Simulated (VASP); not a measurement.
Set up this calculation in VASP 6.6.1, as the native input.

```
Task                   : single point
Functional             : r2SCAN
Dispersion             : D4
Potentials or basis    : VASP PAW PBE potentials, release 64 (Ga_d, P)
Cutoff                 : 520 eV
k mesh                 : 8 × 8 × 8
Occupations            : fermi-dirac, width 0.05 eV
Spin                   : no spin polarisation
Dipole correction      : no
Further INCAR settings : ALGO = Normal; EDIFF = 1e-06; NBANDS = 16
```

GaP:

```xyz
2
Lattice="0.0000 2.6696 2.6696 2.6696 0.0000 2.6696 2.6696 2.6696 0.0000" Properties=species:S:1:pos:R:3 pbc="T T T"
Ga    0.0000    0.0000    0.0000
P     4.0044    4.0044    4.0044
```

The input as run:

POSCAR

```
GaP
1.0
    0.0000000000      2.6696170428      2.6696170428
    2.6696170428      0.0000000000      2.6696170428
    2.6696170428      2.6696170428      0.0000000000
Ga P
1 1
Direct
    0.0000000000      0.0000000000      0.0000000000
    0.7500000000      0.7500000000      0.7500000000
```

INCAR.step1

```
SYSTEM = GaP
ALGO = Normal ; EDIFF = 1E-4
ENCUT = 520 ; GGA = PE
ISMEAR = -1 ; LASPH = .TRUE.
LCHARG = .FALSE. ; LREAL = .FALSE.
LWAVE = .TRUE. ; NBANDS = 16
NELM = 100 ; PREC = Accurate
SIGMA = 0.05
```

INCAR.step2

```
SYSTEM = GaP
ALGO = Normal ; EDIFF = 1E-6
ENCUT = 520 ; ISIF = 2
ISMEAR = -1 ; ISTART = 1
IVDW = 13 ; LASPH = .TRUE.
LCHARG = .FALSE. ; LMIXTAU = .TRUE.
LREAL = .FALSE. ; LWAVE = .FALSE.
METAGGA = R2SCAN ; NBANDS = 16
NELM = 100 ; PREC = Accurate
SIGMA = 0.05 ; VDW_A1 = 0.51559235
VDW_A2 = 5.77342911 ; VDW_S6 = 1.0
VDW_S8 = 0.6018749
```

KPOINTS

```
k-points
0
G
  8 8 8
  0 0 0
```

Potentials or basis: VASP PAW PBE potentials, release 64 (Ga_d, P).

Command:

```console
$ cat potpaw_PBE.64/Ga_d/POTCAR potpaw_PBE.64/P/POTCAR > POTCAR
$ cp INCAR.step1 INCAR
$ mpirun -np 1 vasp_std > vasp.out
$ cp INCAR.step2 INCAR
$ mpirun -np 1 vasp_std > vasp.out
```

It gave:

The pressure is 5.1 GPa and the band gap on the k mesh is 1.78 eV (least direct gap 2.90 eV). The dispersion energy per atom is -0.154 eV.

Caveat: the cell stands under pressure; the PAW data sets were made with another functional, which shifts forces and pressure a little.

Run time: 110 s on 1 thread of Intel Xeon 8259CL (shared host), peak memory 0.17 GiB.
